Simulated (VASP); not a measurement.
Write the native input for VASP 6.6.1 that does the following.

```yaml
Task: single point
Functional: PBE
Potentials_or_basis: VASP PAW PBE potentials, release 64 (Na_pv, F)
Cutoff: 520 eV
k_mesh: 8 × 8 × 8
Occupations: gaussian, width 0.1 eV
Spin: no spin polarisation
Dipole_correction: no
Further_INCAR_settings: ALGO = Normal; EDIFF = 1e-06; NBANDS = 34
```

The structure of Na4F3 lies in POSCAR:

```
Na4F3
1.0
    5.2728810291      0.0000000000      0.0000000000
    0.0000000000      5.2728810291      0.0000000000
    0.0000000000      0.0000000000      5.2728810291
Na F
4 3
Direct
    0.2633720560      0.2633720560      0.2633720560
    0.7366279440      0.7366279440      0.2633720560
    0.7366279440      0.2633720560      0.7366279440
    0.2633720560      0.7366279440      0.7366279440
    0.0000000000      0.5000000000      0.5000000000
    0.5000000000      0.0000000000      0.5000000000
    0.5000000000      0.5000000000      0.0000000000
```

The cell was generated, and may not be a known phase.

These files were run (other wordings do the same):

INCAR

```
PREC     = Accurate       # precision mode
ENCUT    = 520            # plane-wave cutoff, eV
EDIFF    = 1E-6           # SCF threshold, eV
ISMEAR   = 0              # smearing method
SIGMA    = 0.1            # smearing width, eV
LREAL    = False          # projectors in reciprocal space
LASPH    = True           # aspherical terms in the spheres
NELM     = 80             # most SCF steps
ALGO     = Normal         # electronic algorithm
ISIF     = 2              # what is computed and relaxed
LWAVE    = False          # write WAVECAR
LCHARG   = True           # write CHGCAR
GGA      = PE             # functional
LELF     = True           # ELF
LVHAR    = True         
NBANDS   = 34             # bands
```

KPOINTS

```
regular mesh
0
Gamma
  8 8 8
```

Potentials or basis: VASP PAW PBE potentials, release 64 (Na_pv, F).

Launch:

```console
$ cat potpaw_PBE.64/Na_pv/POTCAR potpaw_PBE.64/F/POTCAR > POTCAR
$ mpirun -np 1 vasp_std > vasp.out
```

It gave:

```
Pressure               : 0.0 GPa
Largest force          : 0.012 eV/Å
Band gap on the k mesh : zero (an odd number of electrons rules out a gap without spin polarisation)
```

Caveat: an odd number of electrons without spin polarisation forces a metal; a magnetic or distorted state may lie lower.

Wall time 2.5 min on 1 thread of AMD EPYC 7R43 64-Core Processor (Zen 3), with other jobs on the host, peak memory 0.26 GiB.
